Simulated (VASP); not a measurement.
# ZnS (P6_3mc) in VASP: notebook

ZnS is run at these levels: PBEsol; tasks: single point.

Program: VASP 6.6.1. These are calculated values, not measurements. Logs are shortened: lines on timing, memory, paths and dates and some standing lists are left out, and cuts for length are marked.

**1. The cell of the first run**

Symmetry: P6_3mc, No. 186, hexagonal system. The conventional cell has a = 3.730 Å, b = 3.730 Å, c = 6.125 Å, α = 90.00°, β = 90.00°, γ = 120.00°. Within 2.9 Å of Zn (site symmetry 3m) lie 4 S at 2.22 to 2.31 Å. Within 2.9 Å of S (site symmetry 3m) lie 4 Zn at 2.22 to 2.31 Å.

**2. Single point, PBEsol**

INCAR

```
PREC = Accurate ; ENCUT = 520
EDIFF = 1E-7 ; ISMEAR = 0
SIGMA = 0.05 ; LREAL = False
LASPH = True ; NELM = 60
ALGO = Normal ; ISIF = 2
LWAVE = False ; LCHARG = False
GGA = PS ; NBANDS = 26
```

KPOINTS

```
regular mesh
0
Gamma
  9 9 6
```

POSCAR

```
ZnS
1.0
    3.7303610463      0.0000000000      0.0000000000
   -1.8651805232      3.2305874314      0.0000000000
    0.0000000000      0.0000000000      6.1248380041
Zn S
2 2
Direct
    0.3333333333      0.6666666667      0.0175222429
    0.6666666667      0.3333333333      0.5175222429
    0.3333333333      0.6666666667      0.3795575521
    0.6666666667      0.3333333333      0.8795575521
```

Potentials or basis: VASP PAW PBE potentials, release 64 (Zn, S).

Started as:

```
cat potpaw_PBE.64/Zn/POTCAR potpaw_PBE.64/S/POTCAR > POTCAR
mpirun -np 1 vasp_std > vasp.out
```

OUTCAR:

```text
PREC = Accurate
   ENCUT = 520
   EDIFF = 1E-7
   ISMEAR = 0
   LREAL = False
   LASPH = True
   NELM = 60
   ISIF = 2
   GGA = PS

 ion  position               nearest neighbor table
   1  0.333  0.667  0.018-   3 2.22   4 2.31   4 2.31   4 2.31
   2  0.667  0.333  0.518-   4 2.22   3 2.31   3 2.31   3 2.31
   3  0.333  0.667  0.380-   1 2.22   2 2.31   2 2.31   2 2.31
   4  0.667  0.333  0.880-   2 2.22   1 2.31   1 2.31   1 2.31

  LATTYP: Found a hexagonal cell.
 ALAT       =     3.7303610463
 C/A-ratio  =     1.6418887952

  Lattice vectors:

 A1 = (   3.7303610463,   0.0000000000,   0.0000000000)
 A2 = (  -1.8651805232,   3.2305874314,   0.0000000000)
 A3 = (   0.0000000000,   0.0000000000,   6.1248380041)

Analysis of symmetry for initial positions (statically):
=====================================================================
 Subroutine PRICEL returns:
 Original cell was already a primitive cell.

 Routine SETGRP: Setting up the symmetry group for a
 hexagonal supercell.

 Subroutine GETGRP returns: Found 12 space group operations
 (whereof  6 operations were pure point group operations)
 out of a pool of 24 trial point group operations.

The static configuration has the point symmetry C_3v.
 The point group associated with its full space group is C_6v.

Analysis of symmetry for dynamics (positions and initial velocities):
=====================================================================
 Subroutine PRICEL returns:
 Original cell was already a primitive cell.

 Routine SETGRP: Setting up the symmetry group for a
 hexagonal supercell.

 Subroutine GETGRP returns: Found 12 space group operations
 (whereof  6 operations were pure point group operations)
 out of a pool of 24 trial point group operations.

The dynamic configuration has the point symmetry C_3v.
 The point group associated with its full space group is C_6v.

 Subroutine INISYM returns: Found 12 space group operations
 (whereof  6 operations are pure point group operations),
 and found     1 'primitive' translations

----------------------------------------------------------------------------------------

                                     Primitive cell

  volume of cell :      73.8120

  direct lattice vectors                    reciprocal lattice vectors
     3.730361046  0.000000000  0.000000000     0.268070567  0.154770614  0.000000000
    -1.865180523  3.230587431  0.000000000     0.000000000  0.309541228  0.000000000
     0.000000000  0.000000000  6.124838004     0.000000000  0.000000000  0.163269624

  length of vectors
     3.730361046  3.730361046  6.124838004     0.309541228  0.309541228  0.163269624

  position of ions in fractional coordinates (direct lattice)
     0.333333333  0.666666667  0.017522243
     0.666666667  0.333333333  0.517522243
     0.333333333  0.666666667  0.379557552
     0.666666667  0.333333333  0.879557552

  ion indices of the primitive-cell ions
   primitive index   ion index
                 1           1
                 2           2
                 3           3
                 4           4

----------------------------------------------------------------------------------------

 KPOINTS: regular mesh

Automatic generation of k-mesh.
 Grid dimensions read from file:
 generate k-points for:    9    9    6

 Generating k-lattice:

  Cartesian coordinates                     Fractional coordinates (reciprocal lattice)
     0.029785619  0.017196735  0.000000000     0.111111111  0.000000000  0.000000000
     0.000000000  0.034393470  0.000000000     0.000000000  0.111111111  0.000000000
     0.000000000  0.000000000  0.027211604     0.000000000  0.000000000  0.166666667

  Length of vectors
     0.034393470  0.034393470  0.027211604

  Shift w.r.t. Gamma in fractional coordinates (k-lattice)
     0.000000000  0.000000000  0.000000000

 Subroutine IBZKPT returns following result:
 ===========================================

 Found     48 irreducible k-points:

 Following reciprocal coordinates:
            Coordinates               Weight
  0.000000  0.000000  0.000000      1.000000
  0.111111 -0.000000  0.000000      6.000000
  0.222222  0.000000  0.000000      6.000000
  0.333333  0.000000  0.000000      6.000000
  0.444444  0.000000  0.000000      6.000000
  0.111111  0.111111  0.000000      6.000000
[... 16 lines left out ...]
  0.333333  0.222222  0.166667     24.000000
  0.333333  0.333333  0.166667      4.000000
 [... further k-points ...]
   k-points           NKPTS =     48   k-points in BZ     NKDIM =     48   number of bands    NBANDS=     26
   number of dos      NEDOS =    301   number of ions     NIONS =      4
   total plane-waves  NPLWV =  37632
   dimension x,y,z NGX =    28 NGY =   28 NGZ =   48
   dimension x,y,z NGXF=    56 NGYF=   56 NGZF=   96
   ions per type =               2   2
   NGX,Y,Z   is equivalent  to a cutoff of  12.48, 12.48, 13.03 a.u.
   NGXF,Y,Z  is equivalent  to a cutoff of  24.96, 24.96, 26.06 a.u.
 SYSTEM =  unknown system
   PREC   = accura    normal or accurate (medium, high low for compatibility)
   ISTART =      0    job   : 0-new  1-cont  2-samecut
   ICHARG =      2    charge: 1-file 2-atom 10-const
   ISPIN  =      1    spin polarized calculation?
   LNONCOLLINEAR =      F non collinear calculations
   LSORBIT =      F    spin-orbit coupling
   LASPH  =      T    aspherical Exc in radial PAW
   ENCUT  =  520.0 eV  38.22 Ry    6.18 a.u.   6.94  6.94 11.39*2*pi/ulx,y,z
   NELM   =     60;   NELMIN=  2; NELMDL= -5     # of ELM steps
   EDIFF  = 0.1E-06   stopping-criterion for ELM
   LREAL  =      F    real-space projection
   EDIFFG = 0.1E-05   stopping-criterion for IOM
   NSW    =      0    number of steps for IOM
   IBRION =     -1    ionic relax: 0-MD 1-quasi-New 2-CG
   NFREE  =      0    steps in history (QN), initial steepest desc. (CG)
   ISIF   =      2    stress and relaxation
   ISYM   =      2    0-nonsym 1-usesym 2-fastsym
   POTIM  = 0.5000    time-step for ionic-motion
   TEBEG  =    0.0;   TEEND  =   0.0 temperature during run
   PSTRESS=    0.0 pullay stress
   NELECT =      36.0000    total number of electrons
   NUPDOWN=      -1.0000    fix difference up-down
   EMIN   =  10.00;   EMAX   =-10.00  energy-range for DOS
   EFERMI =   0.00;   METHOD = LEGACY
   ISMEAR =     0;   SIGMA  =   0.05  broadening in eV -4-tet -1-fermi 0-gaus
   EFERMI_NEDOS =   21; number of points for ismear=-14 and -15
   IALGO  =     38    algorithm
   IMIX   =      4    mixing-type and parameters
     AMIX     =   0.40;   BMIX     =  1.00
     AMIX_MAG =   1.60;   BMIX_MAG =  1.00
  volume/ion in A,a.u.               =      18.45       124.53
  Fermi-wavevector in a.u.,A,eV,Ry     =   1.288645  2.435186 22.593920  1.660606
  Thomas-Fermi vector in A             =   2.420586
   LORBIT       =      0    0 simple, 1 ext, 2 COOP (PROOUT), +10 PAW based schemes
   GGA     = PS    functional components
   LHFCALC =     F    Hartree Fock is set to
   AEXX    =    0.0000 exact exchange contribution
   IVDW    =     0    specifies the selected vdW correction
   LEPSILON=     F    determine dielectric tensor
   LRPA    =     F    only Hartree local field effects (RPA)
 non-spin polarized calculation
 Gauss-broadening in eV      SIGMA  =   0.05
  energy-cutoff  :      520.00
  volume of cell :       73.81
 maximum number of plane-waves:      2003
 NGX is ok and might be reduce to    28
   NGX = 13   NGY = 13   NGZ = 23

 number of electron      36.0000007 magnetization

 Free energy of the ion-electron system (eV)
  ---------------------------------------------------
  ext. energy  EPLUGINS =         0.00000000
  ---------------------------------------------------
  free energy    TOTEN  =       -15.08827374 eV

  energy without entropy =      -15.08827374  energy(sigma->0) =      -15.08827374

 E-fermi :   2.9481     XC(G=0): -10.1616

 val. band max:        2.7147789587   @ k =   0.0000   0.0000   0.0000
 cond. band min:       5.0235071557   @ k =   0.0000   0.0000   0.0000
 fundamental gap:      2.3087281970
 Fermi energy:         2.9481061691

 k-point     1 :       0.0000    0.0000    0.0000
  band No.  band energies     occupation
      1     -10.9977      2.00000
      2      -9.8890      2.00000
      3      -4.0817      2.00000
      4      -3.9482      2.00000
      5      -3.9482      2.00000
      6      -3.8258      2.00000
[... 18 lines left out ...]
     25      10.4331      0.00000
     26      12.0705      0.00000

 k-point     2 :       0.1111   -0.0000    0.0000
  band No.  band energies     occupation
      1     -10.9045      2.00000
      2      -9.8385      2.00000
      3      -4.0611      2.00000
      4      -3.9616      2.00000
      5      -3.9347      2.00000
      6      -3.8213      2.00000
[... 18 lines left out ...]
     25      10.8284      0.00000
     26      11.3818      0.00000

 k-point     3 :       0.2222    0.0000    0.0000
  band No.  band energies     occupation
      1     -10.6468      2.00000
      2      -9.7141      2.00000
      3      -4.0117      2.00000
      4      -3.9913      2.00000
      5      -3.9069      2.00000
      6      -3.7970      2.00000
[... 18 lines left out ...]
     25      11.0294      0.00000
     26      11.5977      0.00000

 k-point     4 :       0.3333    0.0000    0.0000
  band No.  band energies     occupation
      1     -10.2960      2.00000
      2      -9.5925      2.00000
      3      -4.0090      2.00000
      4      -3.9577      2.00000
      5      -3.8875      2.00000
      6      -3.7117      2.00000
[... 18 lines left out ...]
     25      11.4169      0.00000
     26      12.6460      0.00000
[... 496 lines left out ...]
      1     -10.0796      2.00000
      2      -9.5926      2.00000
      3      -3.9609      2.00000
      4      -3.9541      2.00000
      5      -3.8273      2.00000
      6      -3.7707      2.00000
[... 18 lines left out ...]
     25      11.2475      0.00000
     26      11.9619      0.00000

 k-point    23 :       0.3333    0.2222    0.1667
  band No.  band energies     occupation
      1      -9.8252      2.00000
      2      -9.5801      2.00000
      3      -3.9844      2.00000
      4      -3.8890      2.00000
      5      -3.8000      2.00000
      6      -3.6881      2.00000
[... 18 lines left out ...]
     25      11.9211      0.00000
     26      12.7860      0.00000

 k-point    24 :       0.3333    0.3333    0.1667
  band No.  band energies     occupation
      1      -9.6565      2.00000
      2      -9.6565      2.00000
      3      -3.9909      2.00000
      4      -3.8322      2.00000
      5      -3.8322      2.00000
      6      -3.6080      2.00000
[... 18 lines left out ...]
     25      12.7866      0.00000
     26      12.9774      0.00000

 [... further k-points ...]
[... 5 lines left out ...]
  --------------------------------------------------------------------------------------
  -------------------------------------------------------------------------------------
  Total        1.0434080      1.0434080      3.3405793     -0.0000000      0.0000000      0.0000000
  in kB       22.6484118     22.6484118     72.5112512     -0.0000000      0.0000000      0.0000000
  external PRESSURE =      39.2693582 kB  Pullay stress =       0.0000000 kB

 VOLUME and BASIS-vectors are now :
 -----------------------------------------------------------------------------
  energy-cutoff  :      520.00
  volume of cell :       73.81
      direct lattice vectors                 reciprocal lattice vectors
     3.730361046  0.000000000  0.000000000     0.268070567  0.154770614  0.000000000
    -1.865180523  3.230587431  0.000000000     0.000000000  0.309541228  0.000000000
     0.000000000  0.000000000  6.124838004     0.000000000  0.000000000  0.163269624

 POSITION                                       TOTAL-FORCE (eV/Angst)
 -----------------------------------------------------------------------------------
     -0.00000      2.15372      0.10732         0.000000      0.000000     -0.606059
      1.86518      1.07686      3.16974        -0.000000     -0.000000     -0.606059
     -0.00000      2.15372      2.32473         0.000000      0.000000      0.606059
      1.86518      1.07686      5.38715        -0.000000     -0.000000      0.606059
 -----------------------------------------------------------------------------------
    total drift:                               -0.000001     -0.000002     -0.002451

  FREE ENERGIE OF THE ION-ELECTRON SYSTEM (eV)
  ---------------------------------------------------
  free  energy   TOTEN  =       -15.0882737390 eV

  energy  without entropy=      -15.0882737390  energy(sigma->0) =      -15.08827374
```

Wall time 41 s (1 thread of Intel Xeon 6975P-C (Granite Rapids), shared host); peak memory 0.22 GiB.

What came out:

| Quantity | Value |
| --- | --- |
| Free energy | -15.0883 eV |
| Pressure | 3.9 GPa |
| Largest force | 0.606 eV/Å |
| Band gap on the k mesh | 2.31 eV, direct |

Forces on the atoms (eV/Å):
```
Zn   0.000  0.000 -0.606
Zn   0.000  0.000 -0.606
S    0.000  0.000  0.606
S    0.000  0.000  0.606
```

Caveat: the PAW data sets were made with another functional, which shifts forces and pressure a little. As with any semilocal functional, this PBEsol gap is likely too small.

**3. Single point, PBEsol**

INCAR

```
SYSTEM = ZnS
ALGO = Normal
EDIFF = 1E-6
ENCUT = 520
GGA = PS
ISIF = 2
ISMEAR = 0
LASPH = .True.
LCHARG = .True.
LELF = .True.
LREAL = .False.
LVHAR = .True.
LWAVE = .False.
NBANDS = 26
NELM = 80
PREC = Accurate
SIGMA = 0.05
```

KPOINTS

```
k-points
0
Gamma
  9 9 6
  0 0 0
```

POSCAR: that of step 2 with these lines changed.

```diff
@@ -8,4 +8,4 @@
 Direct
-    0.3333333333      0.6666666667      0.0175222429
-    0.6666666667      0.3333333333      0.5175222429
+    0.3333333333      0.6666666667     -0.0066373471
+    0.6666666667      0.3333333333      0.4933626529
     0.3333333333      0.6666666667      0.3795575521
```

Potentials or basis: VASP PAW PBE potentials, release 64 (Zn, S).

Started as:

```
cat potpaw_PBE.64/Zn/POTCAR potpaw_PBE.64/S/POTCAR > POTCAR
mpirun -np 1 vasp_std > vasp.out
```

Wall time 35 s (1 thread of Intel Xeon 6975P-C (Granite Rapids), shared host); peak memory 0.22 GiB.

It converged, with:

```
Free energy            : -15.0938 eV
Pressure               : 4.1 GPa
Largest force          : 0.448 eV/Å
Band gap on the k mesh : 2.40 eV, direct
```

Forces on the atoms (eV/Å):
```
Zn   0.000  0.000  0.448
Zn   0.000  0.000  0.448
S    0.000  0.000 -0.448
S    0.000  0.000 -0.448
```

Stress tensor (GPa, compression positive):
```
5.31 0.00 0.00
0.00 5.31 0.00
0.00 0.00 1.59
```

Levels at points of the mesh, in eV from the valence-band top:
```csv
k point,band 14,band 15,band 16,band 17,band 18,band 19,band 20,band 21,band 22,band 23
"(0.00, 0.00, 0.00)",-0.93,-0.93,-0.01,0.00,0.00,2.40,3.01,6.17,6.17,6.45
"(0.00, 0.00, 0.50)",-2.95,-0.49,-0.49,-0.49,-0.49,3.59,3.59,6.62,6.62,6.62
```

Caveat: the PAW data sets were made with another functional, which shifts forces and pressure a little. A hybrid or GW would open this gap; PBEsol tends to underestimate it.

[end of part 1 of 3]
